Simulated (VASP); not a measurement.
# BP (F-43m) in VASP: settings compared, part 2 of 2

VASP 6.6.1. Earlier steps stand in the parts before.

### Step 3. Single point, r2SCAN+D4

This run uses another cell than the first one, of 11.55 Å³/atom, 0.989 times its volume.

File POSCAR:

```
BP
1.0
    3.1965830422      0.0000000000      0.0000000000
    1.5982915211      2.7683221198      0.0000000000
    1.5982915211      0.9227740399      2.6099991246
B P
1 1
Direct
    0.0000000000      0.0000000000      0.0000000000
    0.2500000000      0.2500000000      0.2500000000
```

File INCAR.step1:

```
SYSTEM = BP
PREC     = Accurate       ! precision mode
ENCUT    = 520            ! plane-wave cutoff, eV
ISMEAR   = 0              ! smearing method
SIGMA    = 0.01           ! smearing width, eV
LREAL    = .False.        ! projectors in reciprocal space
LASPH    = .True.         ! aspherical terms in the spheres
NELM     = 100            ! most SCF steps
NBANDS   = 11             ! bands
GGA      = PE             ! functional
ALGO     = Normal         ! electronic algorithm
EDIFF    = 1E-4           ! SCF threshold, eV
LWAVE    = .True.         ! write WAVECAR
LCHARG   = .False.        ! write CHGCAR
```

File INCAR.step2:

```
SYSTEM = BP
PREC     = Accurate       ! precision mode
ENCUT    = 520            ! plane-wave cutoff, eV
EDIFF    = 1E-7           ! SCF threshold, eV
ISMEAR   = 0              ! smearing method
SIGMA    = 0.01           ! smearing width, eV
LREAL    = .False.        ! projectors in reciprocal space
LASPH    = .True.         ! aspherical terms in the spheres
NELM     = 100            ! most SCF steps
ALGO     = Normal         ! electronic algorithm
ISIF     = 2              ! what is computed and relaxed
LWAVE    = .False.        ! write WAVECAR
LCHARG   = .False.        ! write CHGCAR
METAGGA  = R2SCAN         ! meta-GGA
LMIXTAU  = .True.       
IVDW     = 13             ! dispersion correction
VDW_S6   = 1.0          
VDW_S8   = 0.6018749    
VDW_A1   = 0.51559235   
VDW_A2   = 5.77342911   
NBANDS   = 11             ! bands
ISTART   = 1
```

File KPOINTS:

```
Automatic mesh
0
Gamma
  8 8 8
  0 0 0
```

Potentials or basis: VASP PAW PBE potentials, release 64 (B, P).

On the command line:

```console
> cat potpaw_PBE.64/B/POTCAR potpaw_PBE.64/P/POTCAR > POTCAR
> cp INCAR.step1 INCAR
> mpirun -np 1 vasp_std > vasp.out
> cp INCAR.step2 INCAR
> mpirun -np 1 vasp_std > vasp.out
```

OUTCAR:

```text
SYSTEM = BP
   PREC = Accurate
   ENCUT = 520
   EDIFF = 1E-7
   ISMEAR = 0
   LREAL = .False.
   LASPH = .True.
   NELM = 100
   ISIF = 2
   METAGGA = R2SCAN
   IVDW = 13
   ISTART = 1

 ion  position               nearest neighbor table
   1  0.000  0.000  0.000-   2 1.96   2 1.96   2 1.96   2 1.96
   2  0.250  0.250  0.250-   1 1.96   1 1.96   1 1.96   1 1.96

  LATTYP: Found a face centered cubic cell.
 ALAT       =     4.5206510915

  Lattice vectors:

 A1 = (   3.1965830422,   0.0000000000,   0.0000000000)
 A2 = (   1.5982915211,   2.7683221198,   0.0000000000)
 A3 = (   1.5982915211,   0.9227740399,   2.6099991246)

Analysis of symmetry for initial positions (statically):
=====================================================================
 Subroutine PRICEL returns:
 Original cell was already a primitive cell.

 Routine SETGRP: Setting up the symmetry group for a
 face centered cubic supercell.

 Subroutine GETGRP returns: Found 24 space group operations
 (whereof 24 operations were pure point group operations)
 out of a pool of 48 trial point group operations.

The static configuration has the point symmetry T_d .

[... 173 lines left out ...]
      5      11.1849      0.00000
      6      11.1849      0.00000
      7      11.1849      0.00000
      8      15.7229      0.00000
      9      20.0191      0.00000
     10      20.2057      0.00000
     11      20.2057      0.00000
[... 309 lines left out ...]
 k-point    24 :      -0.3750    0.2500    0.1250
  band No.  band energies     occupation
      1      -4.5918      2.00000
      2      -1.4555      2.00000
      3       2.7261      2.00000
      4       4.2121      2.00000
      5      12.0881      0.00000
      6      13.1272      0.00000
      7      16.5011      0.00000
      8      18.1117      0.00000
      9      18.6716      0.00000
     10      22.9146      0.00000
     11      25.4302      0.00000

 [... further k-points ...]

------------------------ aborting loop because EDIFF is reached ----------------------------------------

  DFT-D4 for vdW energy calculation

  Edisp (eV):   -0.26975

  FORCE on cell =-STRESS in cart. coord.  units (eV):
  Direction    XX          YY          ZZ          XY          YZ          ZX
  --------------------------------------------------------------------------------------
  -------------------------------------------------------------------------------------
  Total      -0.07294    -0.07294    -0.07294    -0.00000     0.00000    -0.00000
  in kB      -5.05955    -5.05955    -5.05955    -0.00000     0.00000    -0.00000
  external pressure =       -5.06 kB  Pullay stress =        0.00 kB

 VOLUME and BASIS-vectors are now :
 -----------------------------------------------------------------------------
  energy-cutoff  :      520.00
  volume of cell :       23.10
      direct lattice vectors                 reciprocal lattice vectors
     3.196583042  0.000000000  0.000000000     0.312834044 -0.180614820 -0.127713964
     1.598291521  2.768322120  0.000000000     0.000000000  0.361229639 -0.127713964
     1.598291521  0.922774040  2.609999125     0.000000000  0.000000000  0.383141891

 POSITION                                       TOTAL-FORCE (eV/Angst)
 -----------------------------------------------------------------------------------
      0.00000      0.00000      0.00000         0.000000      0.000000     -0.000000
      1.59829      0.92277      0.65250        -0.000000     -0.000000      0.000000
 -----------------------------------------------------------------------------------
    total drift:                                0.000000      0.000000      0.000000

  FREE ENERGIE OF THE ION-ELECTRON SYSTEM (eV)
  ---------------------------------------------------
  free  energy   TOTEN  =       -17.5785005709 eV

  energy  without entropy=      -17.5785005709  energy(sigma->0) =      -17.57850057
```

It took 17 s on 1 thread of Intel Xeon 6975P-C, shared host; peak memory 0.14 GiB.

What came out:

| Item | Value |
| --- | --- |
| Free energy | -17.5785 eV |
| Pressure | -0.5 GPa |
| Band gap on the k mesh | 1.46 eV, indirect (least direct gap 3.66 eV) |
| Dispersion energy per atom | -0.135 eV |

Caveat: the PAW data sets were made with another functional, which shifts forces and pressure a little.
